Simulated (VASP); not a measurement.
Set up this calculation in VASP 6.6.1, as the native input.

```yaml
Task: electric field gradients
Functional: LDA
Potentials_or_basis: VASP PAW LDA potentials, release 64 (Ta_pv, N)
Cutoff: 520 eV
k_mesh: 9 × 9 × 5
Occupations: fermi-dirac, width 0.03 eV
Spin: no spin polarisation
Dipole_correction: no
Further_INCAR_settings: ALGO = Normal; EDIFF = 1e-08; NBANDS = 24
```

The structure of TaN lies in POSCAR:

```
TaN
1.0
    3.1098202203      0.0000000000      0.0000000000
   -1.5549101102      2.6931833120      0.0000000000
    0.0000000000      0.0000000000      5.0368873428
Ta N
2 2
Direct
    0.3333333333      0.6666666667      0.0000000000
    0.6666666667      0.3333333333      0.5000000000
    0.3333333333      0.6666666667      0.3850000000
    0.6666666667      0.3333333333      0.8850000000
```

This cell differs from its parent crystal: volume scaled by 1.06.

The input as run:

INCAR

```
SYSTEM = TaN
PREC = Accurate ; ENCUT = 520
EDIFF = 1E-8 ; ISMEAR = -1
SIGMA = 0.03 ; LREAL = .False.
LASPH = .True. ; NELM = 100
ALGO = Normal ; ISIF = 2
LWAVE = .False. ; LCHARG = .False.
LEFG = .True. ; NBANDS = 24
```

KPOINTS

```
Automatic mesh
0
Gamma
  9 9 5
  0 0 0
```

Potentials or basis: VASP PAW LDA potentials, release 64 (Ta_pv, N).

Launch:

```sh
$ cat potpaw_LDA.64/Ta_pv/POTCAR potpaw_LDA.64/N/POTCAR > POTCAR
$ mpirun -np 1 vasp_std > vasp.out
```

It gave:

| Item | Value |
| --- | --- |
| Pressure | 84.7 GPa |
| Largest force | 2.089 eV/Å |
| Band gap on the k mesh | zero (band 16 reaches 9.49 eV, above the bottom of band 17 at 7.44 eV) |

Caveat: without QUAD_EFG the Cq values of the log hold for a quadrupole moment of 1 mb, not for the nuclei; spin-orbit coupling is left out, which moves the levels of the heavy elements; forces of over 1 eV/Å act on the atoms, so gaps and moduli don't describe the material at rest.

Wall time 28 s on 1 thread of Intel(R) Xeon(R) Platinum 8375C CPU @ 2.90GHz (Ice Lake), with other jobs on the host, peak memory 0.16 GiB.
